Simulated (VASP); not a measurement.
The system is Pd.

```
CELL_PARAMETERS angstrom
2.79837 0.00000 0.00000
-1.39918 2.42346 0.00000
0.00000 0.00000 4.53336
ATOMIC_POSITIONS crystal
Pd 0.33333 0.66667 0.25000
Pd 0.66667 0.33333 0.75000
```

| Item | Value |
| --- | --- |
| Program | VASP 6.6.1 |
| Task | relaxation of cell and atoms |
| Functional | PBE |
| Potentials or basis | VASP PAW PBE potentials, release 64 (Pd) |
| Cutoff | 600 eV |
| k mesh | 17 × 17 × 9 |
| Occupations | fermi-dirac, width 0.05 eV |
| Spin | no spin polarisation |

At the start: pressure 0.1 GPa; volume 15.37 Å³/atom.

Task: How do energy, volume and symmetry change on relaxing?

Result: Over 6 steps the energy falls by 3.8 meV/atom; space group P6_3/mmc (No. 194, to 0.05 Å).

Step by step:
```csv
step,energy change (eV),largest force (eV/Å),pressure (GPa),volume (Å³)
1,0.0000,0.0000,0.06,30.74
2,-0.0058,0.0000,-0.19,30.77
3,-0.0074,0.0000,-0.26,30.78
4,-0.0075,0.0000,-0.26,30.78
5,-0.0074,0.0000,0.46,30.65
6,-0.0076,0.0000,0.01,30.73
```

Final structure:
```
Pd
1.0
     2.76935    0.00000    0.00000
    -1.38467    2.39832    0.00000
     0.00000    0.00000    4.62722
Pd
2
Direct
  0.33333 0.66667 0.25000
  0.66667 0.33333 0.75000
```
